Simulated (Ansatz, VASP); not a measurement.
**K in VASP and in Ansatz**

The input INCAR:

```
PREC = Accurate ; ENCUT = 520
EDIFF = 1E-6 ; ISMEAR = -1
SIGMA = 0.08 ; LREAL = F
LASPH = T ; NELM = 60
ALGO = Normal ; ISIF = 2
LWAVE = F ; LCHARG = F
GGA = PS ; NBANDS = 10
```

The input KPOINTS:

```
Automatic mesh
0
Gamma
  10 10 10
```

Contents of POSCAR:

```
K
1.0
   -2.6441800000      2.6180000000      2.6180000000
    2.6180000000     -2.6441800000      2.6180000000
    2.6180000000      2.6180000000     -2.6441800000
K
1
Direct
    0.0000000000      0.0000000000      0.0000000000
```

Input for Ansatz:

```yaml
crystal:
  lattice:
    - [-2.64418, 2.618, 2.618]
    - [2.618, -2.64418, 2.618]
    - [2.618, 2.618, -2.64418]
  atoms:
    - { symbol: K, position: [0.0, 0.0, 0.0] }
kpoints:
  mp_grid: { grid: [10, 10, 10] }
  band_path:
    path:
      - [0.0, 0.0, 0.0]
      - [0.0, 0.0, 0.5]
      - [-0.5, 0.5, 0.5]
      - [-0.7524689983, 0.2475310017, 0.2475310017]
      - [0.2475310017, 0.2475310017, 0.2475310017]
      - [0.0, 0.0, 0.0]
      - [-0.5, 0.0, 0.5]
    npoints: 5
scf:
  occupations: { method: fermi_dirac, width: 0.08 }
hamiltonian:
  xc: pbesol
  pseudopotentials: { kind: all_electron, lapw: { basis_error: 0.0005 } }
output:
  forces: true
  stress: true
  eigenvalues: true
```

Change from the starting cell: equal xy, yz and zx shear strains of -1 %.

Alike in both runs: task single point; functional PBEsol; k mesh 10 × 10 × 10; occupations fermi-dirac, width 0.08 eV; no spin polarisation.

```csv
,VASP,Ansatz
version,VASP 6.6.1,Ansatz 0.2.0
potentials or method,"VASP PAW PBE potentials, release 64 (K_sv), cutoff 520 eV","all-electron LAPW, scalar-relativistic"
```

|  | VASP | Ansatz | Ansatz less VASP |
| --- | --- | --- | --- |
| pressure (GPa) | 0.0 | 0.0 | +0.01 |

VASP's potentials were made for PBE, not for PBEsol. Ansatz ran all-electron here, and VASP with PAW potentials.
